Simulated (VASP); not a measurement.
# Si (a cell with a defect) in VASP: notebook

Aim: see how the results for Si (a cell with a defect) move with the level of theory and the settings. Levels: r2SCAN, PBEsol. Tasks: single point.

All numbers are computed with VASP 6.6.1; they aren't measurements. Logs are shortened: lines on timing, memory, paths and dates and some standing lists are left out, and cuts for length are marked.

**1. The cell of the first run**

The cell holds a defect, 62 atoms: a = 10.866 Å, b = 10.866 Å, c = 10.866 Å, α = 90.00°, β = 90.00°, γ = 90.00°.

**2. Single point, r2SCAN**

Input file POSCAR:

```
Si
1.0
   10.8655790000      0.0000000000      0.0000000000
    0.0000000000     10.8655790000      0.0000000000
    0.0000000000      0.0000000000     10.8655790000
Si
62
Direct
    0.0003210000      0.0001690000      0.0002440000
    0.9997910000      0.9997140000      0.4996530000
    0.9999990000      0.4996240000      0.9997490000
    0.0004470000      0.4997990000      0.4996220000
    0.4997350000      0.9997230000      0.9994960000
    0.4995520000      0.0005650000      0.4994310000
    0.4997040000      0.4998020000      0.0002500000
    0.1246070000      0.1245710000      0.1244120000
    0.1253090000      0.1249900000      0.6250000000
    0.1251840000      0.6252230000      0.1250610000
    0.1244190000      0.6250810000      0.6251670000
    0.6251430000      0.1248950000      0.1250420000
    0.6251830000      0.1242000000      0.6251240000
    0.6251070000      0.6249970000      0.1244230000
    0.2487990000      0.2487070000      0.9970090000
    0.2488160000      0.2488630000      0.4952480000
    0.2532600000      0.7492010000      0.9980350000
    0.2545230000      0.7440470000      0.5013100000
    0.7494570000      0.2528640000      0.9984370000
    0.7439290000      0.2543620000      0.5012720000
    0.7516480000      0.7517330000      0.0032400000
    0.7481910000      0.7489150000      0.5126810000
    0.3731400000      0.3732040000      0.1214580000
    0.3764730000      0.3764320000      0.6117290000
    0.3755020000      0.8717790000      0.1263640000
    0.3811070000      0.8702660000      0.6234980000
    0.8718220000      0.3755790000      0.1265450000
    0.8704690000      0.3806580000      0.6233750000
    0.8761600000      0.8760690000      0.1276620000
    0.8760140000      0.8761020000      0.6294360000
    0.2486310000      0.9970710000      0.2485200000
    0.2531190000      0.9982350000      0.7493170000
    0.2486790000      0.4951770000      0.2487040000
    0.2550860000      0.5012070000      0.7434350000
    0.7493390000      0.9981230000      0.2530440000
    0.7519190000      0.0032350000      0.7518550000
    0.7437970000      0.5012800000      0.2548750000
    0.7501840000      0.5105790000      0.7500670000
    0.3728800000      0.1216680000      0.3728640000
    0.3755960000      0.1266910000      0.8715780000
    0.3752980000      0.6131730000      0.3757010000
    0.3814650000      0.6237500000      0.8695010000
    0.8719000000      0.1264250000      0.3753580000
    0.8763080000      0.1276710000      0.8761620000
    0.8696540000      0.6237550000      0.3814780000
    0.8763140000      0.6297430000      0.8762890000
    0.9971800000      0.2486620000      0.2485210000
    0.9986190000      0.2528480000      0.7493620000
    0.9981170000      0.7491800000      0.2531630000
    0.0032890000      0.7518000000      0.7516330000
    0.4952280000      0.2486160000      0.2485020000
    0.5011750000      0.2548000000      0.7432830000
    0.5012450000      0.7438470000      0.2546800000
    0.5127590000      0.7489570000      0.7480430000
    0.1214990000      0.3730300000      0.3729780000
    0.1269120000      0.3756300000      0.8715450000
    0.1264240000      0.8718200000      0.3753410000
    0.1277680000      0.8760700000      0.8760930000
    0.6132250000      0.3751560000      0.3756350000
    0.6233830000      0.3805700000      0.8702470000
    0.6235250000      0.8700960000      0.3810560000
    0.6295100000      0.8760050000      0.8759010000
```

Input file INCAR.step1:

```
SYSTEM = Si
PREC = Accurate
ENCUT = 440
ISMEAR = -1
SIGMA = 0.05
LREAL = Auto
LASPH = .TRUE.
NELM = 120
NELECT = 246.0
ISYM = -1
NBANDS = 161
GGA = PE
ALGO = Normal
EDIFF = 1E-5
LWAVE = .TRUE.
LCHARG = .FALSE.
GGA_COMPAT = .FALSE.
```

Input file INCAR.step2:

```
SYSTEM = Si
PREC = Accurate
ENCUT = 440
EDIFF = 1E-6
ISMEAR = -1
SIGMA = 0.05
LREAL = Auto
LASPH = .TRUE.
NELM = 120
ALGO = Normal
ISIF = 2
LWAVE = .FALSE.
LCHARG = .FALSE.
METAGGA = R2SCAN
LMIXTAU = .TRUE.
NELECT = 246.0
ISYM = -1
NBANDS = 161
ISTART = 1
GGA_COMPAT = .FALSE.
```

Input file KPOINTS:

```
explicit points
1
Reciprocal
  0.25000000   0.25000000   0.25000000 1
```

Potentials or basis: VASP PAW PBE potentials, release 64 (Si).

The run is started by

```sh
cat potpaw_PBE.64/Si/POTCAR > POTCAR
cp INCAR.step1 INCAR
mpirun -np 1 vasp_std > vasp.out
cp INCAR.step2 INCAR
mpirun -np 1 vasp_std > vasp.out
```

OUTCAR:

```text
SYSTEM = Si
   PREC = Accurate
   ENCUT = 440
   EDIFF = 1E-6
   ISMEAR = -1
   LREAL = Auto
   LASPH = .TRUE.
   NELM = 120
   ISIF = 2
   METAGGA = R2SCAN
   NELECT = 246.0
   ISYM = -1
   ISTART = 1

 ion  position               nearest neighbor table
   1  0.000  0.000  0.000-   8 2.34  44 2.36  29 2.36  58 2.36
   2  1.000  1.000  0.500-   9 2.36  30 2.37  57 2.38  43 2.38
   3  1.000  0.500  1.000-  10 2.36  46 2.37  27 2.38  56 2.38
   4  0.000  0.500  0.500-  28 2.34  45 2.34  55 2.35  11 2.35
   5  0.500  1.000  0.999-  12 2.36  62 2.37  40 2.38  25 2.38
   6  0.500  0.001  0.499-  26 2.34  61 2.34  39 2.35  13 2.35
[... 13 lines left out ...]
  20  0.744  0.254  0.501-  13 2.34  28 2.35  59 2.37  43 2.40
  21  0.752  0.752  0.003-  29 2.34  46 2.34  62 2.34  14 2.35
  22  0.748  0.749  0.513-  30 2.33  61 2.37  45 2.37
  23  0.373  0.373  0.121-  15 2.34  33 2.34  51 2.34   7 2.35
  24  0.376  0.376  0.612-  16 2.33  34 2.37  52 2.37
  25  0.376  0.872  0.126-  17 2.34  31 2.35   5 2.38  53 2.40
  26  0.381  0.870  0.623-   6 2.34  18 2.35  54 2.37  32 2.40
  27  0.872  0.376  0.127-  19 2.34  47 2.35   3 2.38  37 2.40
  28  0.870  0.381  0.623-   4 2.34  20 2.35  38 2.37  48 2.40
  29  0.876  0.876  0.128-  21 2.34  35 2.35  49 2.35   1 2.36
  30  0.876  0.876  0.629-  22 2.33  36 2.34  50 2.35   2 2.37
  31  0.249  0.997  0.249-  39 2.34  57 2.35  25 2.35   8 2.36
  32  0.253  0.998  0.749-  40 2.34  58 2.35   9 2.38  26 2.40
  33  0.249  0.495  0.249-  41 2.33  55 2.34  23 2.34  10 2.37
  34  0.255  0.501  0.743-  11 2.34  42 2.35  24 2.37  56 2.40
  35  0.749  0.998  0.253-  43 2.34  29 2.35  12 2.38  61 2.40
  36  0.752  0.003  0.752-  44 2.34  30 2.34  62 2.34  13 2.35
  37  0.744  0.501  0.255-  14 2.34  45 2.35  59 2.37  27 2.40
  38  0.750  0.511  0.750-  46 2.33  28 2.37  60 2.37
  39  0.373  0.122  0.373-  31 2.34  16 2.34  51 2.34   6 2.35
  40  0.376  0.127  0.872-  32 2.34  15 2.35   5 2.38  52 2.40
  41  0.375  0.613  0.376-  33 2.33  18 2.37  53 2.37
  42  0.381  0.624  0.870-   7 2.34  34 2.35  54 2.37  17 2.40
  43  0.872  0.126  0.375-  35 2.34  47 2.35   2 2.38  20 2.40
  44  0.876  0.128  0.876-  36 2.34  48 2.35  19 2.35   1 2.36
  45  0.870  0.624  0.381-   4 2.34  37 2.35  22 2.37  49 2.40
  46  0.876  0.630  0.876-  38 2.33  21 2.34  50 2.34   3 2.37
  47  0.997  0.249  0.249-  55 2.34  27 2.35  43 2.35   8 2.36
  48  0.999  0.253  0.749-  56 2.34  44 2.35   9 2.38  28 2.40
  49  0.998  0.749  0.253-  57 2.34  29 2.35  10 2.38  45 2.40
  50  0.003  0.752  0.752-  58 2.34  46 2.34  30 2.35  11 2.35
  51  0.495  0.249  0.249-  59 2.33  39 2.34  23 2.34  12 2.37
  52  0.501  0.255  0.743-  13 2.34  60 2.35  24 2.37  40 2.40
  53  0.501  0.744  0.255-  14 2.34  61 2.35  41 2.37  25 2.40
  54  0.513  0.749  0.748-  62 2.33  26 2.37  42 2.37
  55  0.121  0.373  0.373-  47 2.34  33 2.34  16 2.34   4 2.35
  56  0.127  0.376  0.872-  48 2.34  15 2.35   3 2.38  34 2.40
  57  0.126  0.872  0.375-  49 2.34  31 2.35   2 2.38  18 2.40
  58  0.128  0.876  0.876-  50 2.34  32 2.35  17 2.35   1 2.36
  59  0.613  0.375  0.376-  51 2.33  20 2.37  37 2.37
  60  0.623  0.381  0.870-   7 2.34  52 2.35  38 2.37  19 2.40
  61  0.624  0.870  0.381-   6 2.34  53 2.35  22 2.37  35 2.40
  62  0.630  0.876  0.876-  54 2.33  36 2.34  21 2.34   5 2.37

IMPORTANT INFORMATION: All symmetrisations will be switched off!
NOSYMM: (Re-)initialisation of all symmetry stuff for point group C_1.

----------------------------------------------------------------------------------------

                                     Primitive cell

  volume of cell :    1282.7990

  direct lattice vectors                    reciprocal lattice vectors
    10.865579000  0.000000000  0.000000000     0.092033752  0.000000000  0.000000000
     0.000000000 10.865579000  0.000000000     0.000000000  0.092033752  0.000000000
     0.000000000  0.000000000 10.865579000     0.000000000  0.000000000  0.092033752

  length of vectors
    10.865579000 10.865579000 10.865579000     0.092033752  0.092033752  0.092033752

  position of ions in fractional coordinates (direct lattice)
     0.000321000  0.000169000  0.000244000
     0.999791000  0.999714000  0.499653000
     0.999999000  0.499624000  0.999749000
     0.000447000  0.499799000  0.499622000
     0.499735000  0.999723000  0.999496000
     0.499552000  0.000565000  0.499431000
[... 54 lines left out ...]
     0.623525000  0.870096000  0.381056000
     0.629510000  0.876005000  0.875901000

  ion indices of the primitive-cell ions
   primitive index   ion index
                 1           1
                 2           2
                 3           3
                 4           4
                 5           5
                 6           6
[... 54 lines left out ...]
                61          61
                62          62

----------------------------------------------------------------------------------------

 KPOINTS: explicit points

Read explicit list of k-points.

 Found      1 k-points:

 Following reciprocal coordinates:
            Coordinates               Weight
  0.250000  0.250000  0.250000      1.000000
   k-points           NKPTS =      1   k-points in BZ     NKDIM =      1   number of bands    NBANDS=    161
   number of dos      NEDOS =    301   number of ions     NIONS =     62
   total plane-waves  NPLWV = 512000
   dimension x,y,z NGX =    80 NGY =   80 NGZ =   80
   dimension x,y,z NGXF=   160 NGYF=  160 NGZF=  160
   ions per type =              62
   NGX,Y,Z   is equivalent  to a cutoff of  12.24, 12.24, 12.24 a.u.
   NGXF,Y,Z  is equivalent  to a cutoff of  24.48, 24.48, 24.48 a.u.
 SYSTEM =  Si
   PREC   = accura    normal or accurate (medium, high low for compatibility)
   ISTART =      1    job   : 0-new  1-cont  2-samecut
   ICHARG =      0    charge: 1-file 2-atom 10-const
   ISPIN  =      1    spin polarized calculation?
   LNONCOLLINEAR =      F non collinear calculations
   LSORBIT =      F    spin-orbit coupling
   LASPH  =      T    aspherical Exc in radial PAW
   ENCUT  =  440.0 eV  32.34 Ry    5.69 a.u.  18.58 18.58 18.58*2*pi/ulx,y,z
   NELM   =    120;   NELMIN=  2; NELMDL=  0     # of ELM steps
   EDIFF  = 0.1E-05   stopping-criterion for ELM
   LREAL  =      T    real-space projection
   EDIFFG = 0.1E-04   stopping-criterion for IOM
   NSW    =      0    number of steps for IOM
   IBRION =     -1    ionic relax: 0-MD 1-quasi-New 2-CG
   NFREE  =      0    steps in history (QN), initial steepest desc. (CG)
   ISIF   =      2    stress and relaxation
   ISYM   =     -1    0-nonsym 1-usesym 2-fastsym
   POTIM  = 0.5000    time-step for ionic-motion
   TEBEG  =    0.0;   TEEND  =   0.0 temperature during run
   PSTRESS=    0.0 pullay stress
   NELECT =     246.0000    total number of electrons
   NUPDOWN=      -1.0000    fix difference up-down
   EMIN   =  10.00;   EMAX   =-10.00  energy-range for DOS
   EFERMI =   0.00;   METHOD = LEGACY
   ISMEAR =    -1;   SIGMA  =   0.05  broadening in eV -4-tet -1-fermi 0-gaus
   EFERMI_NEDOS =   21; number of points for ismear=-14 and -15
   IALGO  =     38    algorithm
   IMIX   =      4    mixing-type and parameters
     AMIX     =   0.40;   BMIX     =  1.00
     AMIX_MAG =   1.60;   BMIX_MAG =  1.00
  volume/ion in A,a.u.               =      20.69       139.63
  Fermi-wavevector in a.u.,A,eV,Ry     =   0.944062  1.784018 12.126223  0.891252
  Thomas-Fermi vector in A             =   2.071830
   LORBIT       =      0    0 simple, 1 ext, 2 COOP (PROOUT), +10 PAW based schemes
   METAGGA = R2SCAN    functional components
   LHFCALC =     F    Hartree Fock is set to
   AEXX    =    0.0000 exact exchange contribution
   IVDW    =     0    specifies the selected vdW correction
   LEPSILON=     F    determine dielectric tensor
   LRPA    =     F    only Hartree local field effects (RPA)
 non-spin polarized calculation
  energy-cutoff  :      440.00
  volume of cell :     1282.80
 maximum number of plane-waves:     26886
 NGX is ok and might be reduce to    80
   NGX = 37   NGY = 37   NGZ = 37

 number of electron     246.0000007 magnetization

 Free energy of the ion-electron system (eV)
  ---------------------------------------------------
  ext. energy  EPLUGINS =         0.00000000
  ---------------------------------------------------
  free energy    TOTEN  =      -549.98023381 eV

  energy without entropy =     -549.98018340  energy(sigma->0) =     -549.98020860

 E-fermi :   5.3684     XC(G=0):  -9.6904

 val. band max:        4.7899131800   @ k =   0.2500   0.2500   0.2500
 cond. band min:       5.9441567471   @ k =   0.2500   0.2500   0.2500
 fundamental gap:      1.1542435671
 Fermi energy:         5.3683840970

 k-point     1 :       0.2500    0.2500    0.2500
  band No.  band energies     occupation
      1      -6.7820      2.00000
      2      -6.2602      2.00000
      3      -6.2579      2.00000
      4      -6.1544      2.00000
      5      -5.7278      2.00000
      6      -5.7256      2.00000
[... 127 lines left out ...]
    134       7.4519      0.00000
    135       7.5799      0.00000
 [bands above 135 left out]

------------------------ aborting loop because EDIFF is reached ----------------------------------------

  FORCE on cell =-STRESS in cart. coord.  units (eV):
  Direction    XX          YY          ZZ          XY          YZ          ZX
  --------------------------------------------------------------------------------------
  -------------------------------------------------------------------------------------
  Total      -26.5142748    -26.3075818    -26.6433194      1.2606633      1.4153095      1.5697521
  in kB      -33.1155303    -32.8573770    -33.2767031      1.5745305      1.7676789      1.9605731
  external PRESSURE =     -33.0832034 kB  Pullay stress =       0.0000000 kB

 VOLUME and BASIS-vectors are now :
 -----------------------------------------------------------------------------
  energy-cutoff  :      440.00
  volume of cell :     1282.80
      direct lattice vectors                 reciprocal lattice vectors
    10.865579000  0.000000000  0.000000000     0.092033752  0.000000000  0.000000000
     0.000000000 10.865579000  0.000000000     0.000000000  0.092033752  0.000000000
     0.000000000  0.000000000 10.865579000     0.000000000  0.000000000  0.092033752

 POSITION                                       TOTAL-FORCE (eV/Angst)
 -----------------------------------------------------------------------------------
      0.00349      0.00184      0.00265         0.011262      0.005893      0.008370
     10.86331     10.86247      5.42902        -0.002222      0.001688      0.012549
     10.86557      5.42870     10.86285         0.000610      0.013260     -0.002359
      0.00486      5.43061      5.42868        -0.016121     -0.004638     -0.003872
      5.42991     10.86257     10.86010         0.006700      0.000323      0.003856
      5.42792      0.00614      5.42661         0.001694     -0.009776      0.001172
[... 54 lines left out ...]
      6.77496      9.45410      4.14039        -0.031456      0.001281      0.013454
      6.83999      9.51830      9.51717         0.020901     -0.012401     -0.013297
 -----------------------------------------------------------------------------------
    total drift:                                0.000410      0.000973      0.005044

  FREE ENERGIE OF THE ION-ELECTRON SYSTEM (eV)
  ---------------------------------------------------
  free  energy   TOTEN  =      -549.9802338117 eV

  energy  without entropy=     -549.9801833978  energy(sigma->0) =     -549.98020860
```

It took 19 min on 1 thread of Intel Xeon Platinum 8259CL at 2.50GHz (Skylake/Cascade Lake), shared host; peak memory 1.1 GiB.

What came out:

```yaml
Free_energy: -549.9802 eV
Largest_force: 0.131 eV/Å
```

Forces in eV/Å, atoms in the order of the input:
```
Si   0.011  0.006  0.008
Si  -0.002  0.002  0.013
Si   0.001  0.013 -0.002
Si  -0.016 -0.005 -0.004
Si   0.007  0.000  0.004
Si   0.002 -0.010  0.001
Si  -0.001 -0.002 -0.017
Si  -0.007 -0.009 -0.012
Si  -0.004  0.001 -0.008
Si  -0.002 -0.014  0.001
Si   0.016  0.005 -0.003
Si  -0.006 -0.005 -0.003
Si   0.000  0.009  0.000
Si   0.001  0.009  0.014
Si   0.004  0.007  0.010
Si   0.010  0.014 -0.018
Si  -0.013  0.022  0.004
Si   0.003 -0.016  0.034
Si   0.019 -0.012  0.002
Si  -0.007  0.003  0.031
Si  -0.004 -0.001  0.001
Si   0.065  0.063 -0.085
Si  -0.001 -0.002  0.004
Si  -0.062 -0.065  0.096
Si  -0.020  0.016 -0.006
Si   0.013 -0.006 -0.035
Si   0.015 -0.022 -0.006
Si   0.003  0.007 -0.030
Si  -0.005 -0.008 -0.007
Si  -0.010 -0.017  0.014
Si   0.006  0.007  0.003
Si  -0.010  0.008  0.022
Si   0.013 -0.010  0.009
Si   0.010  0.033 -0.017
Si   0.018  0.009 -0.013
Si  -0.008 -0.005 -0.005
Si  -0.013  0.029  0.002
Si   0.048 -0.076  0.053
Si   0.005  0.003  0.002
Si  -0.021 -0.009  0.010
Si  -0.053  0.089 -0.064
Si   0.014 -0.033  0.000
Si   0.016 -0.005 -0.024
Si  -0.007 -0.004 -0.004
Si   0.006 -0.034  0.009
Si  -0.005  0.006 -0.012
Si   0.001  0.001  0.010
Si   0.007 -0.010  0.021
Si   0.002  0.022 -0.017
Si  -0.010 -0.003 -0.001
Si  -0.014  0.016  0.016
Si   0.028  0.006 -0.011
Si   0.029 -0.023  0.005
Si  -0.093  0.059  0.067
Si   0.006  0.003  0.007
Si  -0.016 -0.026  0.017
Si  -0.004  0.013 -0.020
Si  -0.008 -0.001 -0.003
Si   0.079 -0.054 -0.061
Si  -0.026  0.013 -0.002
Si  -0.031  0.001  0.013
Si   0.021 -0.012 -0.013
```

Levels at points of the mesh, in eV from the Fermi level:
```csv
k point,band 119,band 120,band 121,band 122,band 123,band 124,band 125,band 126,band 127,band 128
"(0.25, 0.25, 0.25)",-1.03,-0.74,-0.71,-0.58,-0.58,0.58,0.58,0.71,0.72,1.30
```

Caveat: the cell carries a net charge on a neutralising background, which shifts energy and pressure; the cell is charged against a uniform background, so pressure and absolute levels hang on convention; the PAW data sets were made with another functional, which shifts forces and pressure a little.

(Part 1 of 3 ends here.)
